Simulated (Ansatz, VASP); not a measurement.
One calculation of Ag, two programs

File INCAR:

```
  PREC = Accurate
  ENCUT = 520
  EDIFF = 1E-6
  ISMEAR = -1
  SIGMA = 0.1
  LREAL = F
  LASPH = T
  NELM = 60
  ALGO = Normal
  ISIF = 2
  LWAVE = F
  LCHARG = F
  GGA = RE
  NBANDS = 12
```

File KPOINTS:

```
Automatic mesh
0
Gamma
  21 21 21
```

The input POSCAR:

```
Ag
1.0
    0.0000000000      2.1241877290      2.1241877290
    2.1241877290      0.0000000000      2.1241877290
    2.1241877290      2.1241877290      0.0000000000
Ag
1
Direct
    0.0000000000      0.0000000000      0.0000000000
```

Input for Ansatz:

```yaml
crystal:
  lattice:
    - [0.0, 2.1241877347, 2.1241877347]
    - [2.1241877347, 0.0, 2.1241877347]
    - [2.1241877347, 2.1241877347, 0.0]
  atoms:
    - { symbol: Ag, position: [0.0, 0.0, 0.0] }
hamiltonian:
  xc: revpbe
  pseudopotentials:
    kind: paw
    azcp:
      Ag: "pseudopotentials/Ag.paw.azcp"
basis:
  ecutwfc: 420
  fft_grid_basis: typed
kpoints:
  mp_grid: { grid: [21, 21, 21], shift: [0, 0, 0] }
magnetization:
  spin_polarized: false
scf:
  occupations: { method: fermi_dirac, width: 0.1 }
output:
  stress: true
```

Alike in both runs: task single point; functional revPBE; k mesh 21 × 21 × 21; occupations fermi-dirac, width 0.1 eV; no spin polarisation.

```csv
,VASP,Ansatz
version,VASP 6.6.1,Ansatz 0.2.0
potentials or method,"VASP PAW PBE potentials, release 64 (Ag), cutoff 520 eV","plane waves (420 eV) with PAW, scalar-relativistic"
valence electrons in the cell,11,19
```

|  | VASP | Ansatz | Ansatz less VASP |
| --- | --- | --- | --- |
| pressure (GPa) | -2.7 | -2.7 | +0.04 |

VASP's potentials were made for PBE, not for revPBE. The functional is the same, so the differences come from potentials, cutoffs and numerics. VASP's potentials hold 11 valence electrons a cell and Ansatz's 19, so a difference there can come from the potentials and not from the codes.
